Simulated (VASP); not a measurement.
# Ti3H (P6/mmm) in VASP: single point with PBE

Aim: the single point of Ti3H with PBE.

Everything below comes from runs of VASP 6.6.1. Logs are shortened: lines on timing, memory, paths and dates and some standing lists are left out, and cuts for length are marked.

## Step 1: The cell of the first run

The structure is hexagonal, space group P6/mmm (No. 191). The conventional cell has a = 4.428 Å, b = 4.428 Å, c = 3.655 Å, α = 90.00°, β = 90.00°, γ = 120.00°. Ti (site symmetry mmm) has 4 Ti at 2.21 Å and 4 H at 2.87 Å within 2.9 Å. H (site symmetry 6/mmm) has 12 Ti at 2.87 Å and 2 H at 3.66 Å within 3.8 Å.

The cell was built from a structure type or drawn by symmetry, and may not be a known phase.

## Step 2: Single point, PBE

Contents of INCAR:

```
SYSTEM = Ti3H
  PREC = Accurate
  ENCUT = 520
  EDIFF = 1E-7
  ISMEAR = 0
  SIGMA = 0.1
  LREAL = .FALSE.
  LASPH = .TRUE.
  NELM = 100
  ALGO = Normal
  ISIF = 2
  LWAVE = .FALSE.
  LCHARG = .TRUE.
  GGA = PE
  LELF = .TRUE.
  LVHAR = .TRUE.
  NBANDS = 26
```

Contents of KPOINTS:

```
Automatic mesh
0
G
  6 6 6
  0 0 0
```

Contents of POSCAR:

```
Ti3H
1.0
    4.4282405400      0.0000000000      0.0000000000
   -2.2141202700      3.8349688000      0.0000000000
    0.0000000000      0.0000000000      3.6552117400
Ti H
3 1
Direct
    0.5000000000      0.0000000000      0.0000000000
    0.0000000000      0.5000000000      0.0000000000
    0.5000000000      0.5000000000      0.0000000000
    0.0000000000      0.0000000000      0.5000000000
```

Potentials or basis: VASP PAW PBE potentials, release 64 (Ti_sv, H).

Command:

```console
$ cat potpaw_PBE.64/Ti_sv/POTCAR potpaw_PBE.64/H/POTCAR > POTCAR
$ mpirun -np 1 vasp_std > vasp.out
```

OUTCAR:

```text
SYSTEM = Ti3H
   PREC = Accurate
   ENCUT = 520
   EDIFF = 1E-7
   ISMEAR = 0
   LREAL = .FALSE.
   LASPH = .TRUE.
   NELM = 100
   ISIF = 2
   GGA = PE

 ion  position               nearest neighbor table
   1  0.500  0.000  0.000-   2 2.21   3 2.21   3 2.21   2 2.21
   2  0.000  0.500  0.000-   1 2.21   1 2.21   3 2.21   3 2.21
   3  0.500  0.500  0.000-   1 2.21   1 2.21   2 2.21   2 2.21
   4  0.000  0.000  0.500-

  LATTYP: Found a hexagonal cell.
 ALAT       =     4.4282405400
 C/A-ratio  =     0.8254320665

  Lattice vectors:

 A1 = (   4.4282405400,   0.0000000000,   0.0000000000)
 A2 = (  -2.2141202700,   3.8349688000,   0.0000000000)
 A3 = (   0.0000000000,   0.0000000000,   3.6552117400)

Analysis of symmetry for initial positions (statically):
=====================================================================
 Subroutine PRICEL returns:
 Original cell was already a primitive cell.

 Routine SETGRP: Setting up the symmetry group for a
 hexagonal supercell.

 Subroutine GETGRP returns: Found 24 space group operations
 (whereof 24 operations were pure point group operations)
 out of a pool of 24 trial point group operations.

The static configuration has the point symmetry D_6h.

Analysis of symmetry for dynamics (positions and initial velocities):
=====================================================================
 Subroutine PRICEL returns:
 Original cell was already a primitive cell.

 Routine SETGRP: Setting up the symmetry group for a
 hexagonal supercell.

 Subroutine GETGRP returns: Found 24 space group operations
 (whereof 24 operations were pure point group operations)
 out of a pool of 24 trial point group operations.

The dynamic configuration has the point symmetry D_6h.

 Subroutine INISYM returns: Found 24 space group operations
 (whereof 24 operations are pure point group operations),
 and found     1 'primitive' translations

----------------------------------------------------------------------------------------

                                     Primitive cell

  volume of cell :      62.0734

  direct lattice vectors                    reciprocal lattice vectors
     4.428240540  0.000000000  0.000000000     0.225823324  0.130379157  0.000000000
    -2.214120270  3.834968800  0.000000000     0.000000000  0.260758314  0.000000000
     0.000000000  0.000000000  3.655211740     0.000000000  0.000000000  0.273581962

  length of vectors
     4.428240540  4.428240539  3.655211740     0.260758314  0.260758314  0.273581962

  position of ions in fractional coordinates (direct lattice)
     0.500000000  0.000000000  0.000000000
     0.000000000  0.500000000  0.000000000
     0.500000000  0.500000000  0.000000000
     0.000000000  0.000000000  0.500000000

  ion indices of the primitive-cell ions
   primitive index   ion index
                 1           1
                 2           2
                 3           3
                 4           4

----------------------------------------------------------------------------------------

 KPOINTS: Automatic mesh

Automatic generation of k-mesh.
 Grid dimensions read from file:
 generate k-points for:    6    6    6

 Generating k-lattice:

  Cartesian coordinates                     Fractional coordinates (reciprocal lattice)
     0.037637221  0.021729860  0.000000000     0.166666667 -0.000000000  0.000000000
     0.000000000  0.043459719  0.000000000     0.000000000  0.166666667  0.000000000
     0.000000000  0.000000000  0.045596994     0.000000000  0.000000000  0.166666667

  Length of vectors
     0.043459719  0.043459719  0.045596994

  Shift w.r.t. Gamma in fractional coordinates (k-lattice)
     0.000000000  0.000000000  0.000000000

 Subroutine IBZKPT returns following result:
 ===========================================

 Found     28 irreducible k-points:

 Following reciprocal coordinates:
            Coordinates               Weight
  0.000000  0.000000  0.000000      1.000000
  0.166667  0.000000  0.000000      6.000000
  0.333333 -0.000000  0.000000      6.000000
  0.500000 -0.000000  0.000000      3.000000
  0.166667  0.166667  0.000000      6.000000
  0.333333  0.166667  0.000000     12.000000
[... 16 lines left out ...]
  0.166667  0.000000  0.500000      6.000000
  0.333333 -0.000000  0.500000      6.000000
 [... further k-points ...]
   k-points           NKPTS =     28   k-points in BZ     NKDIM =     28   number of bands    NBANDS=     26
   number of dos      NEDOS =    301   number of ions     NIONS =      4
   total plane-waves  NPLWV =  36288
   dimension x,y,z NGX =    36 NGY =   36 NGZ =   28
   dimension x,y,z NGXF=    72 NGYF=   72 NGZF=   56
   ions per type =               3   1
   NGX,Y,Z   is equivalent  to a cutoff of  13.52, 13.52, 12.73 a.u.
   NGXF,Y,Z  is equivalent  to a cutoff of  27.03, 27.03, 25.47 a.u.
 SYSTEM =  Ti3H
   PREC   = accura    normal or accurate (medium, high low for compatibility)
   ISTART =      0    job   : 0-new  1-cont  2-samecut
   ICHARG =      2    charge: 1-file 2-atom 10-const
   ISPIN  =      1    spin polarized calculation?
   LNONCOLLINEAR =      F non collinear calculations
   LSORBIT =      F    spin-orbit coupling
   LASPH  =      T    aspherical Exc in radial PAW
   ENCUT  =  520.0 eV  38.22 Ry    6.18 a.u.   8.23  8.23  6.80*2*pi/ulx,y,z
   NELM   =    100;   NELMIN=  2; NELMDL= -5     # of ELM steps
   EDIFF  = 0.1E-06   stopping-criterion for ELM
   LREAL  =      F    real-space projection
   EDIFFG = 0.1E-05   stopping-criterion for IOM
   NSW    =      0    number of steps for IOM
   IBRION =     -1    ionic relax: 0-MD 1-quasi-New 2-CG
   NFREE  =      0    steps in history (QN), initial steepest desc. (CG)
   ISIF   =      2    stress and relaxation
   ISYM   =      2    0-nonsym 1-usesym 2-fastsym
   POTIM  = 0.5000    time-step for ionic-motion
   TEBEG  =    0.0;   TEEND  =   0.0 temperature during run
   PSTRESS=    0.0 pullay stress
   NELECT =      37.0000    total number of electrons
   NUPDOWN=      -1.0000    fix difference up-down
   EMIN   =  10.00;   EMAX   =-10.00  energy-range for DOS
   EFERMI =   0.00;   METHOD = LEGACY
   ISMEAR =     0;   SIGMA  =   0.10  broadening in eV -4-tet -1-fermi 0-gaus
   EFERMI_NEDOS =   21; number of points for ismear=-14 and -15
   IALGO  =     38    algorithm
   IMIX   =      4    mixing-type and parameters
     AMIX     =   0.40;   BMIX     =  1.00
     AMIX_MAG =   1.60;   BMIX_MAG =  1.00
  volume/ion in A,a.u.               =      15.52       104.72
  Fermi-wavevector in a.u.,A,eV,Ry     =   1.377760  2.603589 25.826884  1.898222
  Thomas-Fermi vector in A             =   2.502884
   LORBIT       =      0    0 simple, 1 ext, 2 COOP (PROOUT), +10 PAW based schemes
   GGA     = PE    functional components
   LHFCALC =     F    Hartree Fock is set to
   AEXX    =    0.0000 exact exchange contribution
   IVDW    =     0    specifies the selected vdW correction
   LEPSILON=     F    determine dielectric tensor
   LRPA    =     F    only Hartree local field effects (RPA)
 non-spin polarized calculation
 Gauss-broadening in eV      SIGMA  =   0.10
  energy-cutoff  :      520.00
  volume of cell :       62.07
 maximum number of plane-waves:      1694
 NGX is ok and might be reduce to    36
   NGX = 17   NGY = 17   NGZ = 13

 number of electron      37.0000001 magnetization

 Free energy of the ion-electron system (eV)
  ---------------------------------------------------
  ext. energy  EPLUGINS =         0.00000000
  ---------------------------------------------------
  free energy    TOTEN  =       -19.71454349 eV

  energy without entropy =      -19.68315833  energy(sigma->0) =      -19.69885091

 E-fermi :   6.5830     XC(G=0): -10.5040

 val. band max:        6.5800631540   @ k =   0.3333   0.3333   0.0000
 cond. band min:       6.5906361162   @ k =   0.3333   0.3333   0.3333
 fundamental gap:      0.0105729622
 Fermi energy:         6.5829895172

 k-point     1 :       0.0000    0.0000    0.0000
  band No.  band energies     occupation
      1     -50.1832      2.00000
      2     -49.1715      2.00000
      3     -49.1715      2.00000
      4     -28.3840      2.00000
      5     -26.9277      2.00000
      6     -26.9277      2.00000
[... 18 lines left out ...]
     25      11.1300      0.00000
     26      11.1306      0.00000

 k-point     2 :       0.1667    0.0000    0.0000
  band No.  band energies     occupation
      1     -50.1285      2.00000
      2     -49.2374      2.00000
      3     -49.1726      2.00000
      4     -28.1899      2.00000
      5     -26.8975      2.00000
      6     -26.7898      2.00000
[... 18 lines left out ...]
     25      10.3481      0.00000
     26      10.3887      0.00000

 k-point     3 :       0.3333   -0.0000    0.0000
  band No.  band energies     occupation
      1     -49.9846      2.00000
      2     -49.4037      2.00000
      3     -49.1747      2.00000
      4     -27.7523      2.00000
      5     -26.7194      2.00000
      6     -26.4074      2.00000
[... 18 lines left out ...]
     25       9.2057      0.00000
     26       9.5403      0.00000

 k-point     4 :       0.5000   -0.0000    0.0000
  band No.  band energies     occupation
      1     -49.8657      2.00000
      2     -49.5338      2.00000
      3     -49.1758      2.00000
      4     -27.5316      2.00000
      5     -26.1763      2.00000
      6     -26.0782      2.00000
[... 18 lines left out ...]
     25       8.4093      0.00000
     26       8.4237      0.00000
[... 496 lines left out ...]
      1     -50.1805      2.00000
      2     -49.1697      2.00000
      3     -49.1697      2.00000
      4     -28.3783      2.00000
      5     -26.9234      2.00000
      6     -26.9234      2.00000
[... 18 lines left out ...]
     25      10.8421      0.00000
     26      11.4168      0.00000

 k-point    23 :       0.1667    0.0000    0.5000
  band No.  band energies     occupation
      1     -50.1258      2.00000
      2     -49.2356      2.00000
      3     -49.1708      2.00000
      4     -28.1844      2.00000
      5     -26.8931      2.00000
      6     -26.7857      2.00000
[... 18 lines left out ...]
     25      10.4122      0.00000
     26      10.6976      0.00000

 k-point    24 :       0.3333   -0.0000    0.5000
  band No.  band energies     occupation
      1     -49.9820      2.00000
      2     -49.4018      2.00000
      3     -49.1730      2.00000
      4     -27.7472      2.00000
      5     -26.7150      2.00000
      6     -26.4038      2.00000
[... 18 lines left out ...]
     25       9.8031      0.00000
     26       9.8379      0.00000

 [... further k-points ...]

------------------------ aborting loop because EDIFF is reached ----------------------------------------

  FORCE on cell =-STRESS in cart. coord.  units (eV):
  Direction    XX          YY          ZZ          XY          YZ          ZX
  --------------------------------------------------------------------------------------
  -------------------------------------------------------------------------------------
  Total       12.1321459     12.1321459     -8.9957791     -0.0000000      0.0000000      0.0000000
  in kB      313.1429423    313.1429420   -232.1901471     -0.0000000      0.0000000      0.0000000
  external PRESSURE =     131.3652457 kB  Pullay stress =       0.0000000 kB

 VOLUME and BASIS-vectors are now :
 -----------------------------------------------------------------------------
  energy-cutoff  :      520.00
  volume of cell :       62.07
      direct lattice vectors                 reciprocal lattice vectors
     4.428240540  0.000000000  0.000000000     0.225823324  0.130379157  0.000000000
    -2.214120270  3.834968800  0.000000000     0.000000000  0.260758314  0.000000000
     0.000000000  0.000000000  3.655211740     0.000000000  0.000000000  0.273581962

 POSITION                                       TOTAL-FORCE (eV/Angst)
 -----------------------------------------------------------------------------------
      2.21412      0.00000      0.00000         0.000000      0.000000      0.000000
     -1.10706      1.91748      0.00000        -0.000000      0.000000      0.000000
      1.10706      1.91748      0.00000        -0.000000      0.000000      0.000000
      0.00000      0.00000      1.82761        -0.000000      0.000000      0.000000
 -----------------------------------------------------------------------------------
    total drift:                                0.000000      0.000000     -0.000000

  FREE ENERGIE OF THE ION-ELECTRON SYSTEM (eV)
  ---------------------------------------------------
  free  energy   TOTEN  =       -19.7145434879 eV

  energy  without entropy=      -19.6831583301  energy(sigma->0) =      -19.69885091
```

Wall time 46 s (1 thread of AMD EPYC 7R13 (Zen 3), shared host); peak memory 0.17 GiB.

Results:

- Free energy: -19.7145 eV
- Pressure: 13.1 GPa
- Band gap on the k mesh: zero (an odd number of electrons rules out a gap without spin polarisation)

Caveat: the cell stands under pressure.
